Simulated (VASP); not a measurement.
Here is a VASP 6.6.1 calculation.

Contents of INCAR:

```
SYSTEM = SiC
  ALGO = Normal
  EDIFF = 1E-6
  ENCUT = 600
  GGA = PE
  GGA_COMPAT = .FALSE.
  ISIF = 2
  ISMEAR = 0
  LASPH = .TRUE.
  LCHARG = .FALSE.
  LREAL = .FALSE.
  LWAVE = .FALSE.
  NBANDS = 11
  NELM = 120
  PREC = Accurate
  SIGMA = 0.01
```

KPOINTS

```
k-points
0
G
  6 6 6
  0 0 0
```

File POSCAR:

```
SiC
1.0
    3.0815710000      0.0000000000      0.0000000000
    1.5407855000      2.6687187696      0.0000000000
    1.5407855000      0.8895729232      2.5160921854
Si C
1 1
Direct
    0.0000000000      0.0000000000      0.0000000000
    0.2500000000      0.2500000000      0.2500000000
```

Potentials or basis: VASP PAW PBE potentials, release 64 (Si, C).

The run is started by

```sh
$ cat potpaw_PBE.64/Si/POTCAR potpaw_PBE.64/C/POTCAR > POTCAR
$ mpirun -np 1 vasp_std > vasp.out
```

What does it give for the band gap on the k mesh?

1.35 eV, indirect (least direct gap 4.54 eV).

Predict the pressure.

3.1 GPa.

A k mesh can miss the band edges. PBE gaps usually lie below the measured ones, often by a third to a half.
